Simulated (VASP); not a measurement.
**BaHfO3: single point with r2SCAN**

The system is BaHfO3.

```
Ba Hf O
1.0
     4.25898    0.00000    0.00000
     0.00000    4.25898    0.00000
     0.00000    0.00000    4.25897
Ba Hf O
1 1 3
Direct
  0.50000 0.50000 0.99800
  0.00000 0.00000 0.49799
  0.00000 0.50000 0.49801
  0.50000 0.00000 0.49801
  0.00000 0.00000 0.99800
```

```yaml
Program: VASP 6.6.1
Task: single point
Functional: r2SCAN
Potentials_or_basis: VASP PAW PBE potentials, release 64 (Ba_sv, Hf_pv, O)
Cutoff: 520 eV
k_mesh: 6 × 6 × 6
Occupations: gaussian, width 0.01 eV
Spin: no spin polarisation
Dipole_correction: no
Further_INCAR_settings: ALGO = Normal; EDIFF = 1e-06; NBANDS = 27
```

* Pressure: -9.6 GPa
* Band gap on the k mesh: 3.97 eV (least direct gap 4.27 eV)

Levels at points of the mesh, in eV from the valence-band top:
| k point | band 16 | band 17 | band 18 | band 19 | band 20 | band 21 | band 22 | band 23 |
| --- | --- | --- | --- | --- | --- | --- | --- | --- |
| (0.00, 0.00, 0.00) | -0.92 | -0.29 | -0.29 | -0.29 | 3.97 | 3.97 | 3.97 | 5.13 |
| (0.50, 0.00, 0.00) | -1.63 | -1.54 | -0.62 | -0.62 | 4.46 | 6.47 | 6.47 | 6.81 |
| (0.00, 0.00, 0.50) | -1.63 | -1.54 | -0.62 | -0.62 | 4.46 | 6.47 | 6.47 | 6.81 |
| (0.50, 0.50, 0.00) | -1.21 | -0.94 | -0.94 | -0.07 | 6.38 | 6.38 | 6.87 | 7.15 |
| (0.00, 0.50, 0.50) | -1.21 | -0.94 | -0.94 | -0.07 | 6.38 | 6.38 | 6.87 | 7.15 |
| (0.50, 0.50, 0.50) | -2.49 | 0.00 | 0.00 | 0.00 | 6.43 | 6.43 | 6.43 | 7.82 |

Wall time 7.7 min on 1 thread of Intel Xeon 8259CL, on a shared host, peak memory 0.21 GiB.

Caveat: the cell stands under tension; the PAW data sets were made with another functional, which shifts forces and pressure a little; spin-orbit coupling is left out, which moves the levels of the heavy elements. A k mesh can miss the band edges.
